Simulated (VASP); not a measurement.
Set up this calculation in VASP 6.6.1, as the native input.

```
Task                   : single point
Functional             : LDA
Potentials or basis    : VASP PAW LDA potentials, release 64 (Co)
Cutoff                 : 520 eV
k mesh                 : 18 × 18 × 18
Occupations            : fermi-dirac, width 0.1 eV
Spin                   : no spin polarisation
Dipole correction      : no
Further INCAR settings : ALGO = Normal; EDIFF = 1e-06; NBANDS = 10
```

The structure of Co lies in POSCAR:

```
Co
1.0
    0.0000000000      1.6413502762      1.6413502762
    1.6413502762      0.0000000000      1.6413502762
    1.6413502762      1.6413502762      0.0000000000
Co
1
Direct
    0.0000000000      0.0000000000      0.0000000000
```

This cell differs from its parent crystal: volume scaled by 0.92.

One way to write it, as run:

INCAR

```
SYSTEM = Co
PREC = Accurate ; ENCUT = 520
EDIFF = 1E-6 ; ISMEAR = -1
SIGMA = 0.1 ; LREAL = .FALSE.
LASPH = .TRUE. ; NELM = 100
ALGO = Normal ; ISIF = 2
LWAVE = .FALSE. ; LCHARG = .FALSE.
NBANDS = 10
```

KPOINTS

```
regular mesh
0
G
  18 18 18
  0 0 0
```

Potentials or basis: VASP PAW LDA potentials, release 64 (Co).

Command:

```bash
$ cat potpaw_LDA.64/Co/POTCAR > POTCAR
$ mpirun -np 1 vasp_std > vasp.out
```

Results of the run:

```json
{
  "Pressure": "30.3 GPa"
}
```

Caveat: the run has no spin polarisation, though such a crystal can be magnetic.

Run time: 10 s on 1 thread of Intel(R) Xeon(R) Platinum 8375C CPU @ 2.90GHz (Ice Lake), with other jobs on the host, peak memory 0.13 GiB.
